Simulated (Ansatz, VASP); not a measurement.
# GeCl5 in VASP and in Ansatz

File INCAR:

```
SYSTEM = GeCl5
PREC = Accurate
ENCUT = 600
EDIFF = 1E-6
ISMEAR = 0
SIGMA = 0.1
LREAL = .False.
LASPH = .True.
NELM = 60
ALGO = Normal
ISIF = 3
LWAVE = .False.
LCHARG = .False.
GGA = PE
IBRION = 2
NSW = 90
EDIFFG = -0.04
```

The input KPOINTS:

```
Automatic mesh
0
Gamma
  4 4 4
  0 0 0
```

File POSCAR:

```
GeCl5
1.0
    0.0000000000      4.3427092000      4.3427092000
    4.3427092000      0.0000000000      4.3427092000
    4.3427092000      4.3427092000      0.0000000000
Ge Cl
1 5
Direct
    0.0000000000      0.0000000000      0.0000000000
    0.1250000000      0.6250000000      0.6250000000
    0.6250000000      0.6250000000      0.6250000000
    0.6250000000      0.1250000000      0.6250000000
    0.6250000000      0.6250000000      0.1250000000
    0.2500000000      0.2500000000      0.2500000000
```

Input for Ansatz:

```yaml
crystal:
  lattice:
    - [0.0, 4.3427092, 4.3427092]
    - [4.3427092, 0.0, 4.3427092]
    - [4.3427092, 4.3427092, 0.0]
  atoms:
    - { symbol: Ge, position: [0.0, 0.0, 0.0] }
    - { symbol: Cl, position: [0.125, 0.625, 0.625] }
    - { symbol: Cl, position: [0.625, 0.625, 0.625] }
    - { symbol: Cl, position: [0.625, 0.125, 0.625] }
    - { symbol: Cl, position: [0.625, 0.625, 0.125] }
    - { symbol: Cl, position: [0.25, 0.25, 0.25] }
basis:
  ecutwfc: 420
kpoints:
  mp_grid: { grid: [4, 4, 4] }
hamiltonian:
  xc: pbe
scf:
  occupations: { method: gaussian, width: 0.1 }
  lower_state_search: "off"
output:
  forces: true
  stress: true
  eigenvalues: true
relax:
  adjacent_minimum: "off"
  f_tol: 0.04
  max_steps: 70
  cell: { stress_tol: 0.4 }
```

Change from the starting cell: species swapped into the Be5Au type (F-43m, No. 216).

Alike in both runs: task relaxation of cell and atoms; functional PBE; k mesh 4 × 4 × 4; occupations gaussian, width 0.1 eV; no spin polarisation.

|  | VASP | Ansatz |
| --- | --- | --- |
| version | VASP 6.6.1 | Ansatz 0.2.0 |
| potentials or method | VASP PAW PBE potentials, release 64 (Ge_d, Cl), cutoff 600 eV | scalar-relativistic, plane waves, PAW |
| valence electrons in the cell | 49 | 49 |

Ansatz gave:

| Property | Result |
| --- | --- |
| gap on the k mesh at the Fermi level, each at its own relaxed structure (eV) | none |
| relaxed volume (Å³/atom) | 22.15 |
| relaxed cell length with the largest relative difference (Å) | 5.728 |

Task: What did VASP give for the same quantities?

Result: gap on the k mesh at the Fermi level, each at its own relaxed structure (eV): none; relaxed volume (Å³/atom): 22.11; relaxed cell length with the largest relative difference (Å): 5.725.

A gap of «none» marks a metal or a gap that the smearing closes.

Noted on VASP's run: the volume moved by over 15 % at a fixed basis, so the end points are rough.
